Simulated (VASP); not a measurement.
# Na: single point with PBE

Crystal: Na.

```
CELL_PARAMETERS angstrom
-2.14926 2.14926 2.11750
2.14926 -2.14926 2.11750
2.08574 2.08574 -2.11750
ATOMIC_POSITIONS crystal
Na 0.00000 0.00000 0.00000
```

This cell differs from its parent crystal: strain -0.0300 x Voigt [0, 0, 0, 0, 0, 1].

* Program: VASP 6.6.1
* Task: single point
* Functional: PBE
* Potentials or basis: VASP PAW PBE potentials, release 64 (Na_pv)
* Cutoff: 520 eV
* k mesh: 16 × 16 × 16
* Occupations: gaussian, width 0.15 eV
* Spin: no spin polarisation
* Dipole correction: no
* Further INCAR settings: ALGO = Fast; EDIFF = 1e-07; NBANDS = 10

```yaml
Pressure: -0.2 GPa
```

Stress tensor (GPa, compression positive):
```
-0.21  0.19  0.00
 0.19 -0.21  0.00
 0.00  0.00 -0.20
```

Levels at points of the mesh, in eV from the Fermi level:
```
           k point  band 1  band 2  band 3  band 4  band 5  band 6
(0.00, 0.00, 0.00)  -24.93  -24.92  -24.92   -3.23   11.44   11.50
(0.50, 0.00, 0.00)  -24.96  -24.94  -24.92    0.75    1.19    8.09
(0.50, 0.50, 0.00)  -24.95  -24.93  -24.93    0.64    1.05    8.19
(0.00, 0.00, 0.50)  -24.96  -24.94  -24.92    0.86    1.33    8.02
(0.50, 0.50, 0.50)  -24.95  -24.95  -24.95    4.48    4.48    4.78
```

Run time: 76 s on 1 thread of Intel(R) Xeon(R) 6975P-C (Granite Rapids), with other jobs on the host, peak memory 0.3 GiB.

Caveat: the cell differs from its parent crystal (strain -0.0300 x Voigt [0, 0, 0, 0, 0, 1]).
